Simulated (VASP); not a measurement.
# GaN in VASP: a series of runs, part 2 of 2

VASP 6.6.1. The steps go on from the part before.

### 3 Single point, r2SCAN (strain +3.2%)

Contents of POSCAR:

```
GaN
1.0
    0.0000000000      2.1753551668      2.1753551668
    2.1753551668      0.0000000000      2.1753551668
    2.1753551668      2.1753551668      0.0000000000
Ga N
1 1
Direct
    0.0000000000      0.0000000000      0.0000000000
    0.5000000000      0.5000000000      0.5000000000
```

Contents of INCAR.step1:

```
SYSTEM = GaN
PREC = Accurate
ENCUT = 520
ISMEAR = -1
SIGMA = 0.02
LREAL = .FALSE.
LASPH = .TRUE.
NELM = 80
NBANDS = 16
GGA = PE
ALGO = Normal
EDIFF = 1E-4
LWAVE = .TRUE.
LCHARG = .FALSE.
```

Contents of INCAR.step2:

```
SYSTEM = GaN
PREC = Accurate
ENCUT = 520
EDIFF = 1E-7
ISMEAR = -1
SIGMA = 0.02
LREAL = .FALSE.
LASPH = .TRUE.
NELM = 80
ALGO = Normal
ISIF = 2
LWAVE = .FALSE.
LCHARG = .TRUE.
METAGGA = R2SCAN
LMIXTAU = .TRUE.
LELF = .TRUE.
LVHAR = .TRUE.
NBANDS = 16
ISTART = 1
```

Contents of KPOINTS:

```
Automatic mesh
0
G
  10 10 10
  0 0 0
```

Potentials or basis: VASP PAW PBE potentials, release 64 (Ga_d, N).

The run is started by

```bash
$ cat potpaw_PBE.64/Ga_d/POTCAR potpaw_PBE.64/N/POTCAR > POTCAR
$ cp INCAR.step1 INCAR
$ mpirun -np 1 vasp_std > vasp.out
$ cp INCAR.step2 INCAR
$ mpirun -np 1 vasp_std > vasp.out
```

OUTCAR:

```text
SYSTEM = GaN
   PREC = Accurate
   ENCUT = 520
   EDIFF = 1E-7
   ISMEAR = -1
   LREAL = .FALSE.
   LASPH = .TRUE.
   NELM = 80
   ISIF = 2
   METAGGA = R2SCAN
   ISTART = 1

 ion  position               nearest neighbor table
   1  0.000  0.000  0.000-   2 2.18   2 2.18   2 2.18   2 2.18   2 2.18   2 2.18
   2  0.500  0.500  0.500-   1 2.18   1 2.18   1 2.18   1 2.18   1 2.18   1 2.18

  LATTYP: Found a face centered cubic cell.
 ALAT       =     4.3507103336

  Lattice vectors:

 A1 = (   0.0000000000,   2.1753551668,   2.1753551668)
 A2 = (   2.1753551668,   0.0000000000,   2.1753551668)
 A3 = (   2.1753551668,   2.1753551668,   0.0000000000)

Analysis of symmetry for initial positions (statically):
=====================================================================
 Subroutine PRICEL returns:
 Original cell was already a primitive cell.

 Routine SETGRP: Setting up the symmetry group for a
 face centered cubic supercell.

 Subroutine GETGRP returns: Found 48 space group operations
 (whereof 48 operations were pure point group operations)
 out of a pool of 48 trial point group operations.

The static configuration has the point symmetry O_h .

Analysis of symmetry for dynamics (positions and initial velocities):
=====================================================================
 Subroutine PRICEL returns:
 Original cell was already a primitive cell.

 Routine SETGRP: Setting up the symmetry group for a
 face centered cubic supercell.

 Subroutine GETGRP returns: Found 48 space group operations
 (whereof 48 operations were pure point group operations)
 out of a pool of 48 trial point group operations.

The dynamic configuration has the point symmetry O_h .

 Subroutine INISYM returns: Found 48 space group operations
 (whereof 48 operations are pure point group operations),
[... 110 lines left out ...]
   EFERMI =   0.00;   METHOD = LEGACY
   ISMEAR =    -1;   SIGMA  =   0.02  broadening in eV -4-tet -1-fermi 0-gaus
   EFERMI_NEDOS =   21; number of points for ismear=-14 and -15
   IALGO  =     38    algorithm
   IMIX   =      4    mixing-type and parameters
     AMIX     =   0.40;   BMIX     =  1.00
     AMIX_MAG =   1.60;   BMIX_MAG =  1.00
  volume/ion in A,a.u.               =      10.29        69.47
  Fermi-wavevector in a.u.,A,eV,Ry     =   1.565401  2.958178 33.340791  2.450479
  Thomas-Fermi vector in A             =   2.667882
   LORBIT       =      0    0 simple, 1 ext, 2 COOP (PROOUT), +10 PAW based schemes
   METAGGA = R2SCAN    functional components
   LHFCALC =     F    Hartree Fock is set to
   AEXX    =    0.0000 exact exchange contribution
   IVDW    =     0    specifies the selected vdW correction
   LEPSILON=     F    determine dielectric tensor
   LRPA    =     F    only Hartree local field effects (RPA)
 non-spin polarized calculation
  energy-cutoff  :      520.00
  volume of cell :       20.59
 maximum number of plane-waves:       568
   NGX = 11   NGY = 11   NGZ = 11

 number of electron      17.9999988 magnetization

 Free energy of the ion-electron system (eV)
  ---------------------------------------------------
  ext. energy  EPLUGINS =         0.00000000
  ---------------------------------------------------
  free energy    TOTEN  =       -20.87181743 eV

  energy without entropy =      -20.87181742  energy(sigma->0) =      -20.87181743

 E-fermi :   6.9030     XC(G=0): -13.6243

 val. band max:        6.5994115429   @ k =  -0.2000   0.2000   0.0000
 cond. band min:       7.1629046986   @ k =   0.5000   0.5000   0.0000
 fundamental gap:      0.5634931557
 Fermi energy:         6.9030452342

 k-point     1 :       0.0000    0.0000    0.0000
  band No.  band energies     occupation
      1     -10.6096      2.00000
      2      -7.8368      2.00000
      3      -7.8368      2.00000
      4      -7.8367      2.00000
      5      -7.7832      2.00000
      6      -7.7832      2.00000
[... 433 lines left out ...]
      3      -7.7485      2.00000
      4      -7.6920      2.00000
      5      -7.6609      2.00000
      6      -6.5694      2.00000
[... 8 lines left out ...]
     15      31.2114      0.00000
     16      32.5694      0.00000

 [... further k-points ...]

------------------------ aborting loop because EDIFF is reached ----------------------------------------

  FORCE on cell =-STRESS in cart. coord.  units (eV):
  Direction    XX          YY          ZZ          XY          YZ          ZX
  --------------------------------------------------------------------------------------
  -------------------------------------------------------------------------------------
  Total       -2.2965557     -2.2965557     -2.2965557     -0.0000000      0.0000000      0.0000000
  in kB     -178.7174835   -178.7174835   -178.7174835     -0.0000000      0.0000000      0.0000000
  external PRESSURE =    -178.7174835 kB  Pullay stress =       0.0000000 kB

 VOLUME and BASIS-vectors are now :
 -----------------------------------------------------------------------------
  energy-cutoff  :      520.00
  volume of cell :       20.59
      direct lattice vectors                 reciprocal lattice vectors
     0.000000000  2.175355167  2.175355167    -0.229847525  0.229847525  0.229847525
     2.175355167  0.000000000  2.175355167     0.229847525 -0.229847525  0.229847525
     2.175355167  2.175355167  0.000000000     0.229847525  0.229847525 -0.229847525

 POSITION                                       TOTAL-FORCE (eV/Angst)
 -----------------------------------------------------------------------------------
      0.00000      0.00000      0.00000         0.000000      0.000000      0.000000
      2.17536      2.17536      2.17536        -0.000000      0.000000     -0.000000
 -----------------------------------------------------------------------------------
    total drift:                                0.000000     -0.000000     -0.000000

  FREE ENERGIE OF THE ION-ELECTRON SYSTEM (eV)
  ---------------------------------------------------
  free  energy   TOTEN  =       -20.8718174304 eV

  energy  without entropy=      -20.8718174220  energy(sigma->0) =      -20.87181743
```

OUTCAR.step1:

```text
SYSTEM = GaN
   PREC = Accurate
   ENCUT = 520
   ISMEAR = -1
   LREAL = .FALSE.
   LASPH = .TRUE.
[... 676 lines left out ...]
      0.00000      0.00000      0.00000        -0.000000      0.000000     -0.000000
      2.17536      2.17536      2.17536         0.000000     -0.000000      0.000000
 -----------------------------------------------------------------------------------
    total drift:                                0.000000     -0.000000     -0.000000

  FREE ENERGIE OF THE ION-ELECTRON SYSTEM (eV)
  ---------------------------------------------------
  free  energy   TOTEN  =       -11.1722363881 eV

  energy  without entropy=      -11.1720129191  energy(sigma->0) =      -11.17212465
```

It took 100 s on 1 thread of Intel Xeon 8259CL, shared host; peak memory 0.15 GiB.

What came out:

```yaml
Free_energy: -20.8718 eV
Pressure: -17.9 GPa
Band_gap_on_the_k_mesh: 0.56 eV, indirect (least direct gap 2.22 eV)
```

Levels at points of the mesh, in eV from the valence-band top:
```
           k point  band 7  band 8  band 9  band 10  band 11  band 12
(0.00, 0.00, 0.00)   -0.41   -0.41   -0.41     1.81    14.97    14.97
(0.50, 0.00, 0.00)   -7.87   -0.15   -0.15     4.99     9.16     9.30
(0.50, 0.50, 0.00)   -6.55   -2.78   -2.78     0.56     8.41    12.16
```

Caveat: the cell differs from its parent crystal (strain +3.2%); the PAW data sets were made with another functional, which shifts forces and pressure a little. A k mesh can miss the band edges.

### 4 Single point, r2SCAN (shear xy strain -0.5%)

Contents of POSCAR:

```
GaN
1.0
   -0.0052712881      2.1085152339      2.1085152339
    2.1085152339     -0.0052712881      2.1085152339
    2.1032439458      2.1032439458      0.0000000000
Ga N
1 1
Direct
    0.0000000000      0.0000000000      0.0000000000
    0.5000000000      0.5000000000      0.5000000000
```

Contents of INCAR.step1:

```
PREC = Accurate
ENCUT = 520
ISMEAR = 0
SIGMA = 0.01
LREAL = F
LASPH = T
NELM = 100
NBANDS = 16
GGA = PE
ALGO = Normal
EDIFF = 1E-4
LWAVE = T
LCHARG = F
```

Contents of INCAR.step2:

```
PREC = Accurate
ENCUT = 520
EDIFF = 1E-7
ISMEAR = 0
SIGMA = 0.01
LREAL = F
LASPH = T
NELM = 100
ALGO = Normal
ISIF = 2
LWAVE = F
LCHARG = T
METAGGA = R2SCAN
LMIXTAU = T
LELF = T
LVHAR = T
NBANDS = 16
ISTART = 1
```

Contents of KPOINTS:

```
regular mesh
0
Gamma
  10 10 10
```

The run is started by

```bash
$ cat potpaw_PBE.64/Ga_d/POTCAR potpaw_PBE.64/N/POTCAR > POTCAR
$ cp INCAR.step1 INCAR
$ mpirun -np 1 vasp_std > vasp.out
$ cp INCAR.step2 INCAR
$ mpirun -np 1 vasp_std > vasp.out
```

Wall time 3.9 min (1 thread of Intel Xeon 8259CL, shared host); peak memory 0.18 GiB.

Results (log left out):

```yaml
Free_energy: -20.9757 eV
Pressure: 1.3 GPa
Band_gap_on_the_k_mesh: 1.16 eV, indirect (least direct gap 3.37 eV)
```

Stress tensor (GPa, compression positive):
```
1.33 1.17 0.00
1.17 1.33 0.00
0.00 0.00 1.32
```

Levels at points of the mesh, in eV from the valence-band top:
```
           k point  band 7  band 8  band 9  band 10  band 11  band 12
(0.00, 0.00, 0.00)   -0.56   -0.53   -0.49     2.88    15.42    15.50
(0.50, 0.00, 0.00)   -8.40   -0.17   -0.15     5.44     9.88     9.91
(0.50, 0.50, 0.00)   -7.27   -3.19   -3.09     1.16     8.51    13.13
(0.00, 0.00, 0.50)   -8.36   -0.19   -0.17     5.37     9.80     9.84
(0.50, 0.00, 0.50)   -7.27   -3.14   -3.14     1.16     8.51    13.13
```

Caveat: the cell differs from its parent crystal (shear xy strain -0.5%); the PAW data sets were made with another functional, which shifts forces and pressure a little.

### 5 Overview

| level | cell | smearing | gap on the mesh (eV) | pressure (GPa) |
| --- | --- | --- | --- | --- |
| PBE | a = 3.076 Å, angles 60.0°, 2 atoms | fermi-dirac 0.02 eV | 0.10 | -9.7 |
| r2SCAN | a = 3.076 Å, angles 60.0°, 2 atoms | fermi-dirac 0.02 eV | 0.56 | -17.9 |
| r2SCAN | a = 2.982, b = 2.982, c = 2.974 Å, angles 60.1, 60.1, 60.2°, 2 atoms | gaussian 0.01 eV | 1.16 | 1.3 |

Alike in all rows: task single point; potentials or basis VASP PAW PBE potentials, release 64 (Ga_d, N); no spin polarisation; k mesh 10 × 10 × 10; cutoff (eV) 520.

Caveats: the PAW data sets were made with another functional, which shifts forces and pressure a little (some runs).

Absolute energies hang on the potentials; compare differences alone.
